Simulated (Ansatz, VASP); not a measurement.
## Two plane-wave programs on V

The input INCAR:

```
SYSTEM = V
PREC = Accurate
ENCUT = 500
EDIFF = 1E-6
ISMEAR = 0
SIGMA = 0.1
LREAL = .FALSE.
LASPH = .TRUE.
NELM = 200
ALGO = Normal
ISIF = 2
LWAVE = .FALSE.
LCHARG = .FALSE.
ISPIN = 2
MAGMOM = 2
LORBIT = 11
LMAXMIX = 4
GGA = PS
NBANDS = 16
GGA_COMPAT = .FALSE.
```

Contents of KPOINTS:

```
regular mesh
0
G
  8 8 8
  0 0 0
```

The input POSCAR:

```
V
1.0
   -1.5576731281      1.5576731281      1.5576731281
    1.5576731281     -1.5576731281      1.5576731281
    1.5576731281      1.5576731281     -1.5576731281
V
1
Direct
    0.0000000000      0.0000000000      0.0000000000
```

Input for Ansatz:

```yaml
crystal:
  lattice:
    - [-1.5576731281, 1.5576731281, 1.5576731281]
    - [1.5576731281, -1.5576731281, 1.5576731281]
    - [1.5576731281, 1.5576731281, -1.5576731281]
  atoms:
    - { symbol: V, position: [0.0, 0.0, 0.0], spin: 2.0 }
basis:
  ecutwfc: 420
kpoints:
  mp_grid: { grid: [8, 8, 8] }
hamiltonian:
  xc: pbesol
scf:
  occupations: { method: gaussian, width: 0.1 }
  lower_state_search: "off"
output:
  forces: true
  stress: true
  eigenvalues: true
  populations: true
magnetization:
  spin_polarized: true
```

Alike in both runs: task single point; functional PBEsol; k mesh 8 × 8 × 8; occupations gaussian, width 0.1 eV; collinear spin.

|  | VASP | Ansatz |
| --- | --- | --- |
| version | VASP 6.6.1 | Ansatz 0.2.0 |
| potentials or method | VASP PAW PBE potentials, release 64 (V_sv), cutoff 500 eV | scalar-relativistic, plane waves, PAW |
| valence electrons in the cell | 13 | 13 |

|  | VASP | Ansatz | Ansatz less VASP |
| --- | --- | --- | --- |
| gap on the k mesh at the Fermi level (eV) | none | none | - |
| pressure (GPa) | -23.2 | -23.3 | -0.06 |
| net moment per atom (μB) | 0.00 | 0.00 | 0.000 |

VASP's potentials were made for PBE, not for PBEsol. A gap of «none» marks a metal or a gap that the smearing closes. The functional is the same, so the differences come from potentials, cutoffs and numerics. Ansatz's warnings: seeded moment not kept.
